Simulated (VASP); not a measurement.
# Co (P6_3/mmc) in VASP: further runs

Runs on Co. Level: PBE. Tasks: single point.

Program: VASP 6.6.1. These are calculated values, not measurements. Logs are shortened: lines on timing, memory, paths and dates and some standing lists are left out, and cuts for length are marked.

## 1. The cell of the first run

It takes space group P6_3/mmc (No. 194, hexagonal). The conventional cell has a = 2.493 Å, b = 2.493 Å, c = 4.516 Å, α = 90.00°, β = 90.00°, γ = 120.00°. Within 3.3 Å of Co (site symmetry -6m2) lie 12 Co at 2.49 to 2.68 Å.

## 2. Single point, PBE, collinear spin, ferromagnetic start

File INCAR:

```
SYSTEM = Co
PREC     = Accurate       ! precision mode
ENCUT    = 520            ! plane-wave cutoff, eV
EDIFF    = 1E-6           ! SCF threshold, eV
ISMEAR   = 0              ! smearing method
SIGMA    = 0.15           ! smearing width, eV
LREAL    = .FALSE.        ! projectors in reciprocal space
LASPH    = .TRUE.         ! aspherical terms in the spheres
NELM     = 150            ! most SCF steps
ALGO     = Normal         ! electronic algorithm
ISIF     = 2              ! what is computed and relaxed
LWAVE    = .FALSE.        ! write WAVECAR
LCHARG   = .FALSE.        ! write CHGCAR
ISPIN    = 2              ! spin polarisation
MAGMOM   = 1.86 1.86      ! initial moments
LORBIT   = 11             ! projections on sites
LMAXMIX  = 4              ! l up to which the mixer works
GGA      = PE             ! functional
NBANDS   = 20             ! bands
```

File KPOINTS:

```
Automatic mesh
0
G
  21 21 12
  0 0 0
```

File POSCAR:

```
Co
1.0
    2.4933810334      0.0000000000      0.0000000000
   -1.2466905167      2.1593313163      0.0000000000
    0.0000000000      0.0000000000      4.5161000000
Co
2
Direct
    0.3333333333      0.6666666667      0.2500000000
    0.6666666667      0.3333333333      0.7500000000
```

Potentials or basis: VASP PAW PBE potentials, release 64 (Co).

The run is started by

```console
$ cat potpaw_PBE.64/Co/POTCAR > POTCAR
$ mpirun -np 1 vasp_std > vasp.out
```

OUTCAR:

```text
SYSTEM = Co
   PREC = Accurate
   ENCUT = 520
   EDIFF = 1E-6
   ISMEAR = 0
   LREAL = .FALSE.
   LASPH = .TRUE.
   NELM = 150
   ISIF = 2
   ISPIN = 2
   LORBIT = 11
   GGA = PE

 ion  position               nearest neighbor table
   1  0.333  0.667  0.250-   2 2.68   2 2.68   2 2.68   2 2.68   2 2.68   2 2.68
   2  0.667  0.333  0.750-   1 2.68   1 2.68   1 2.68   1 2.68   1 2.68   1 2.68

  LATTYP: Found a hexagonal cell.
 ALAT       =     2.4933810334
 C/A-ratio  =     1.8112354027

  Lattice vectors:

 A1 = (   2.4933810334,   0.0000000000,   0.0000000000)
 A2 = (  -1.2466905167,   2.1593313163,   0.0000000000)
 A3 = (   0.0000000000,   0.0000000000,   4.5161000000)

Analysis of symmetry for initial positions (statically):
=====================================================================
 Subroutine PRICEL returns:
 Original cell was already a primitive cell.

 Routine SETGRP: Setting up the symmetry group for a
 hexagonal supercell.

 Subroutine GETGRP returns: Found 24 space group operations
 (whereof 12 operations were pure point group operations)
 out of a pool of 24 trial point group operations.

The static configuration has the point symmetry D_3d.
 The point group associated with its full space group is D_6h.

Analysis of symmetry for dynamics (positions and initial velocities):
=====================================================================
 Subroutine PRICEL returns:
 Original cell was already a primitive cell.

 Routine SETGRP: Setting up the symmetry group for a
 hexagonal supercell.

 Subroutine GETGRP returns: Found 24 space group operations
 (whereof 12 operations were pure point group operations)
 out of a pool of 24 trial point group operations.

The dynamic configuration has the point symmetry D_3d.
 The point group associated with its full space group is D_6h.

Analysis of structural, dynamic, and magnetic symmetry:
=====================================================================
 Subroutine PRICEL returns:
 Original cell was already a primitive cell.

 Routine SETGRP: Setting up the symmetry group for a
 hexagonal supercell.

 Subroutine GETGRP returns: Found 24 space group operations
 (whereof 12 operations were pure point group operations)
 out of a pool of 24 trial point group operations.

The overall configuration has the point symmetry D_3d.
 The point group associated with its full space group is D_6h.

 Subroutine INISYM returns: Found 24 space group operations
 (whereof 12 operations are pure point group operations),
 and found     1 'primitive' translations

----------------------------------------------------------------------------------------

                                     Primitive cell

  volume of cell :      24.3148

  direct lattice vectors                    reciprocal lattice vectors
     2.493381033  0.000000000  0.000000000     0.401061846  0.231553165  0.000000000
    -1.246690517  2.159331316  0.000000000     0.000000000  0.463106329  0.000000000
     0.000000000  0.000000000  4.516100000     0.000000000  0.000000000  0.221429995

  length of vectors
     2.493381033  2.493381033  4.516100000     0.463106329  0.463106329  0.221429995

  position of ions in fractional coordinates (direct lattice)
     0.333333333  0.666666667  0.250000000
     0.666666667  0.333333333  0.750000000

  ion indices of the primitive-cell ions
   primitive index   ion index
                 1           1
                 2           2

----------------------------------------------------------------------------------------

 KPOINTS: Automatic mesh

Automatic generation of k-mesh.
 Grid dimensions read from file:
 generate k-points for:   21   21   12

 Generating k-lattice:

  Cartesian coordinates                     Fractional coordinates (reciprocal lattice)
     0.019098183  0.011026341  0.000000000     0.047619048 -0.000000000  0.000000000
     0.000000000  0.022052682  0.000000000     0.000000000  0.047619048  0.000000000
     0.000000000  0.000000000  0.018452500     0.000000000  0.000000000  0.083333333

  Length of vectors
     0.022052682  0.022052682  0.018452500

  Shift w.r.t. Gamma in fractional coordinates (k-lattice)
     0.000000000  0.000000000  0.000000000

 Subroutine IBZKPT returns following result:
 ===========================================

 Found    336 irreducible k-points:

 Following reciprocal coordinates:
            Coordinates               Weight
  0.000000  0.000000  0.000000      1.000000
  0.047619 -0.000000  0.000000      6.000000
  0.095238 -0.000000  0.000000      6.000000
  0.142857  0.000000  0.000000      6.000000
  0.190476 -0.000000  0.000000      6.000000
  0.238095 -0.000000  0.000000      6.000000
[... 16 lines left out ...]
  0.142857  0.095238  0.000000     12.000000
  0.190476  0.095238  0.000000     12.000000
 [... further k-points ...]
   k-points           NKPTS =    336   k-points in BZ     NKDIM =    336   number of bands    NBANDS=     20
   number of dos      NEDOS =    301   number of ions     NIONS =      2
   total plane-waves  NPLWV =  14400
   dimension x,y,z NGX =    20 NGY =   20 NGZ =   36
   dimension x,y,z NGXF=    40 NGYF=   40 NGZF=   72
   ions per type =               2
   NGX,Y,Z   is equivalent  to a cutoff of  13.33, 13.33, 13.25 a.u.
   NGXF,Y,Z  is equivalent  to a cutoff of  26.67, 26.67, 26.50 a.u.
 SYSTEM =  Co
   PREC   = accura    normal or accurate (medium, high low for compatibility)
   ISTART =      0    job   : 0-new  1-cont  2-samecut
   ICHARG =      2    charge: 1-file 2-atom 10-const
   ISPIN  =      2    spin polarized calculation?
   LNONCOLLINEAR =      F non collinear calculations
   LSORBIT =      F    spin-orbit coupling
   LASPH  =      T    aspherical Exc in radial PAW
   ENCUT  =  520.0 eV  38.22 Ry    6.18 a.u.   4.64  4.64  8.40*2*pi/ulx,y,z
   NELM   =    150;   NELMIN=  2; NELMDL= -5     # of ELM steps
   EDIFF  = 0.1E-05   stopping-criterion for ELM
   LREAL  =      F    real-space projection
   EDIFFG = 0.1E-04   stopping-criterion for IOM
   NSW    =      0    number of steps for IOM
   IBRION =     -1    ionic relax: 0-MD 1-quasi-New 2-CG
   NFREE  =      0    steps in history (QN), initial steepest desc. (CG)
   ISIF   =      2    stress and relaxation
   ISYM   =      2    0-nonsym 1-usesym 2-fastsym
   POTIM  = 0.5000    time-step for ionic-motion
   TEBEG  =    0.0;   TEEND  =   0.0 temperature during run
   PSTRESS=    0.0 pullay stress
   NELECT =      18.0000    total number of electrons
   NUPDOWN=      -1.0000    fix difference up-down
   EMIN   =  10.00;   EMAX   =-10.00  energy-range for DOS
   EFERMI =   0.00;   METHOD = LEGACY
   ISMEAR =     0;   SIGMA  =   0.15  broadening in eV -4-tet -1-fermi 0-gaus
   EFERMI_NEDOS =   21; number of points for ismear=-14 and -15
   IALGO  =     38    algorithm
   IMIX   =      4    mixing-type and parameters
     AMIX     =   0.40;   BMIX     =  1.00
     AMIX_MAG =   1.60;   BMIX_MAG =  1.00
  volume/ion in A,a.u.               =      12.16        82.04
  Fermi-wavevector in a.u.,A,eV,Ry     =   1.480955  2.798599 29.840671  2.193227
  Thomas-Fermi vector in A             =   2.594925
   LORBIT       =     11    0 simple, 1 ext, 2 COOP (PROOUT), +10 PAW based schemes
   GGA     = PE    functional components
   LHFCALC =     F    Hartree Fock is set to
   AEXX    =    0.0000 exact exchange contribution
   IVDW    =     0    specifies the selected vdW correction
   LEPSILON=     F    determine dielectric tensor
   LRPA    =     F    only Hartree local field effects (RPA)
 spin polarized calculation
 Gauss-broadening in eV      SIGMA  =   0.15
  energy-cutoff  :      520.00
  volume of cell :       24.31
 maximum number of plane-waves:       674
 NGX is ok and might be reduce to    20
   NGX =  9   NGY =  9   NGZ = 17

 number of electron      17.9999992 magnetization       3.4439422

 Free energy of the ion-electron system (eV)
  ---------------------------------------------------
  ext. energy  EPLUGINS =         0.00000000
  ---------------------------------------------------
  free energy    TOTEN  =       -13.78974957 eV

  energy without entropy =      -13.76029343  energy(sigma->0) =      -13.77502150

 E-fermi :   8.8323     XC(G=0): -12.7420

 val. band max:        8.8286219829   @ k =   0.2857   0.1429   0.0000
 cond. band min:       8.8347103258   @ k =   0.1905   0.0952   0.5000
 fundamental gap:      0.0060883429
 Fermi energy:         8.8323183909

 spin component 1

 k-point     1 :       0.0000    0.0000    0.0000
  band No.  band energies     occupation
      1       0.4756      1.00000
      2       3.8847      1.00000
      3       5.7814      1.00000
      4       6.3159      1.00000
      5       6.3159      1.00000
      6       6.4778      1.00000
[... 12 lines left out ...]
     19      34.0969      0.00000
     20      34.9319      0.00000

 k-point     2 :       0.0476   -0.0000    0.0000
  band No.  band energies     occupation
      1       0.5552      1.00000
      2       3.9404      1.00000
      3       5.7958      1.00000
      4       6.2968      1.00000
      5       6.3516      1.00000
      6       6.4560      1.00000
[... 12 lines left out ...]
     19      34.1766      0.00000
     20      36.0853      0.00000
[... 465 lines left out ...]
      3       5.5867      1.00000
      4       5.7193      1.00000
      5       6.1390      1.00000
      6       6.3592      1.00000
[... 12 lines left out ...]
     19      31.9509      0.00000
     20      32.7582      0.00000

 k-point    24 :       0.1905    0.0952    0.0000
  band No.  band energies     occupation
      1       2.5263      1.00000
      2       4.9279      1.00000
      3       5.3125      1.00000
      4       5.6699      1.00000
      5       6.0444      1.00000
      6       6.4038      1.00000
[... 12 lines left out ...]
     19      32.2184      0.00000
     20      32.2533      0.00000

 [... further k-points ...]

 spin component 2

 k-point     1 :       0.0000    0.0000    0.0000
  band No.  band energies     occupation
      1       0.4768      1.00000
      2       4.7335      1.00000
      3       7.3517      1.00000
      4       7.6561      1.00000
      5       8.0074      1.00000
      6       8.0074      1.00000
[... 12 lines left out ...]
     19      34.3454      0.00000
     20      35.1964      0.00000

 k-point     2 :       0.0476   -0.0000    0.0000
  band No.  band energies     occupation
      1       0.5566      1.00000
      2       4.7971      1.00000
      3       7.3676      1.00000
      4       7.5450      1.00000
      5       7.9816      1.00000
      6       8.0467      1.00000
[... 12 lines left out ...]
     19      34.3364      0.00000
     20      36.3827      0.00000
[... 465 lines left out ...]
      3       6.6581      1.00000
      4       7.2499      1.00000
      5       7.7589      1.00000
      6       8.0101      1.00000
[... 12 lines left out ...]
     19      32.2840      0.00000
     20      32.9863      0.00000

 k-point    24 :       0.1905    0.0952    0.0000
  band No.  band energies     occupation
      1       2.5687      1.00000
      2       6.0509      1.00000
      3       6.4697      1.00000
      4       7.1320      1.00000
      5       7.6232      1.00000
      6       8.2135      1.00000
[... 12 lines left out ...]
     19      32.4715      0.00000
     20      32.5550      0.00000

 [... further k-points ...]

------------------------ aborting loop because EDIFF is reached ----------------------------------------

  FORCE on cell =-STRESS in cart. coord.  units (eV):
  Direction    XX          YY          ZZ          XY          YZ          ZX
  --------------------------------------------------------------------------------------
  -------------------------------------------------------------------------------------
  Total       -1.3737614     -1.3737614     -4.4742820     -0.0000000     -0.0000000     -0.0000000
  in kB      -90.5212220    -90.5212220   -294.8237407     -0.0000000     -0.0000000     -0.0000000
  external PRESSURE =    -158.6220616 kB  Pullay stress =       0.0000000 kB

 VOLUME and BASIS-vectors are now :
 -----------------------------------------------------------------------------
  energy-cutoff  :      520.00
  volume of cell :       24.31
      direct lattice vectors                 reciprocal lattice vectors
     2.493381033  0.000000000  0.000000000     0.401061846  0.231553165  0.000000000
    -1.246690517  2.159331316  0.000000000     0.000000000  0.463106329  0.000000000
     0.000000000  0.000000000  4.516100000     0.000000000  0.000000000  0.221429995

 POSITION                                       TOTAL-FORCE (eV/Angst)
 -----------------------------------------------------------------------------------
     -0.00000      1.43955      1.12902        -0.000000      0.000000      0.000000
      1.24669      0.71978      3.38707         0.000000     -0.000000      0.000000
 -----------------------------------------------------------------------------------
    total drift:                                0.000000      0.000000     -0.000000

  FREE ENERGIE OF THE ION-ELECTRON SYSTEM (eV)
  ---------------------------------------------------
  free  energy   TOTEN  =       -13.7897495729 eV

  energy  without entropy=      -13.7602934258  energy(sigma->0) =      -13.77502150

 total charge

# of ion       s       p       d       tot
------------------------------------------
    1        0.451   0.437   7.199   8.087
    2        0.451   0.437   7.199   8.087
--------------------------------------------------
tot          0.903   0.874  14.398  16.175

 magnetization (x)

# of ion       s       p       d       tot
------------------------------------------
    1       -0.010  -0.046   1.815   1.758
    2       -0.010  -0.046   1.815   1.758
--------------------------------------------------
tot         -0.021  -0.093   3.630   3.516
```

It took 2.1 min on 1 thread of Intel Xeon 6975P-C (Granite Rapids), shared host; peak memory 0.33 GiB.

What came out:

```yaml
Free_energy: -13.7897 eV
Pressure: -15.9 GPa
Net_moment: 3.44 μB per cell
Site_moments: Co +1.76 μB
Valence_electrons_inside_the_program's_atomic_spheres: Co 8.09
```

## 3. Single point, PBE, collinear spin, ferromagnetic start

This run uses another cell than the first one, of 12.20 Å³/atom, 1.003 times its volume.

File INCAR:

```
  ALGO = Normal
  EDIFF = 1E-6
  ENCUT = 520
  GGA = PE
  ISIF = 2
  ISMEAR = 0
  ISPIN = 2
  LASPH = T
  LCHARG = F
  LMAXMIX = 4
  LORBIT = 11
  LREAL = F
  LWAVE = F
  MAGMOM = 1.86 1.86
  NBANDS = 20
  NELM = 150
  PREC = Accurate
  SIGMA = 0.15
```

File KPOINTS:

```
k-points
0
Gamma
  21 21 12
```

File POSCAR:

```
Co
1.0
    2.5432000000      0.0000000000      0.0000000000
   -1.2716000000      2.2024758069      0.0000000000
    0.0000000000      0.0000000000      4.3548000000
Co
2
Direct
    0.3333333333      0.6666666667      0.2500000000
    0.6666666667      0.3333333333      0.7500000000
```

Potentials or basis: VASP PAW PBE potentials, release 64 (Co).

The run is started by

```console
$ cat potpaw_PBE.64/Co/POTCAR > POTCAR
$ mpirun -np 1 vasp_std > vasp.out
```

Run time: 2.2 min. Hardware: 1 thread of Intel Xeon 6975P-C (Granite Rapids), shared host; peak memory 0.32 GiB.

It converged, with:

* Free energy: -13.8694 eV
* Pressure: -18.2 GPa
* Net moment: 3.42 μB per cell
* Site moments: Co +1.75 μB
* Valence electrons inside the program's atomic spheres: Co 8.07

Stress tensor (GPa, compression positive):
```
-14.74   0.00   0.00
  0.00 -14.74   0.00
  0.00   0.00 -25.08
```

Levels at points of the mesh, in eV from the Fermi level:
Spin up:
| k point | band 8 | band 9 | band 10 | band 11 | band 12 | band 13 | band 14 | band 15 |
| --- | --- | --- | --- | --- | --- | --- | --- | --- |
| (0.00, 0.00, 0.00) | -1.86 | -1.86 | -1.12 | -1.12 | -0.58 | 4.55 | 21.67 | 22.29 |
| (0.00, 0.00, 0.50) | -2.51 | -1.36 | -1.36 | -1.36 | -1.36 | 12.29 | 12.29 | 22.28 |
Spin down:
| k point | band 3 | band 4 | band 5 | band 6 | band 7 | band 8 | band 9 | band 10 | band 11 | band 12 |
| --- | --- | --- | --- | --- | --- | --- | --- | --- | --- | --- |
| (0.00, 0.00, 0.00) | -1.13 | -0.78 | -0.78 | -0.67 | -0.53 | -0.53 | 0.09 | 0.09 | 0.93 | 0.93 |
| (0.00, 0.00, 0.50) | -1.52 | -1.52 | -0.78 | -0.78 | -0.78 | -0.78 | 0.65 | 0.65 | 0.65 | 0.65 |

## 4. Single point, PBE, collinear spin, ferromagnetic start

This run uses another cell than the first one, of 11.69 Å³/atom, 0.962 times its volume.

INCAR, as its differences from that of step 3:

```diff
@@ -1,3 +1,3 @@
   ALGO = Normal
-  EDIFF = 1E-6
+  EDIFF = 1E-7
   ENCUT = 520
```

KPOINTS is that of step 3.

File POSCAR:

```
Co
1.0
    2.5557000000      0.0000000000      0.0000000000
   -1.2778500000      2.2133011245      0.0000000000
    0.0000000000      0.0000000000      4.1331000000
Co
2
Direct
    0.3333333333      0.6666666667      0.2500000000
    0.6666666667      0.3333333333      0.7500000000
```

The run is started by

```console
$ cat potpaw_PBE.64/Co/POTCAR > POTCAR
$ mpirun -np 1 vasp_std > vasp.out
```

Run time: 2 min. Hardware: 1 thread of Intel Xeon 6975P-C (Granite Rapids), shared host; peak memory 0.31 GiB.

Results (log left out):

```
Free energy                                           : -14.0020 eV
Pressure                                              : -13.4 GPa
Net moment                                            : 3.32 μB per cell
Site moments                                          : Co +1.70 μB
Valence electrons inside the program's atomic spheres : Co 8.14
```

Stress tensor (GPa, compression positive):
```
-13.41   0.00   0.00
  0.00 -13.41   0.00
  0.00   0.00 -13.50
```

Levels at points of the mesh, in eV from the Fermi level:
Spin up:
```
           k point  band 7  band 8  band 9  band 10  band 11  band 12  band 13  band 14  band 15  band 16
(0.00, 0.00, 0.00)   -2.24   -1.93   -1.93    -0.96    -0.96    -0.03     5.71    21.34    23.19    23.19
(0.00, 0.00, 0.50)   -2.57   -2.57   -1.23    -1.23    -1.23    -1.23    14.19    14.19    22.02    22.02
```
Spin down:
```
           k point  band 3  band 4  band 5  band 6  band 7  band 8  band 9  band 10  band 11  band 12
(0.00, 0.00, 0.00)   -0.85   -0.82   -0.82   -0.49   -0.49   -0.12   -0.11    -0.11     0.99     0.99
(0.00, 0.00, 0.50)   -1.35   -1.35   -0.88   -0.88   -0.88   -0.88    0.68     0.68     0.68     0.68
```

## 5. Summary

| cell | gap on the mesh (eV) | pressure (GPa) | moment (μB) |
| --- | --- | --- | --- |
| a = 2.493, b = 2.493, c = 4.516 Å, angles 90.0, 90.0, 120.0°, 2 atoms | none | -15.9 | 3.44 |
| a = 2.543, b = 2.543, c = 4.355 Å, angles 90.0, 90.0, 120.0°, 2 atoms | none | -18.2 | 3.42 |
| a = 2.556, b = 2.556, c = 4.133 Å, angles 90.0, 90.0, 120.0°, 2 atoms | none | -13.4 | 3.32 |

Alike in all rows: task single point; level PBE; potentials or basis VASP PAW PBE potentials, release 64 (Co); spin collinear, ferromagnetic start; k mesh 21 × 21 × 12; cutoff (eV) 520; smearing gaussian 0.15 eV.

Total energies depend on the potentials used, so only differences within one code and one set of settings carry meaning.
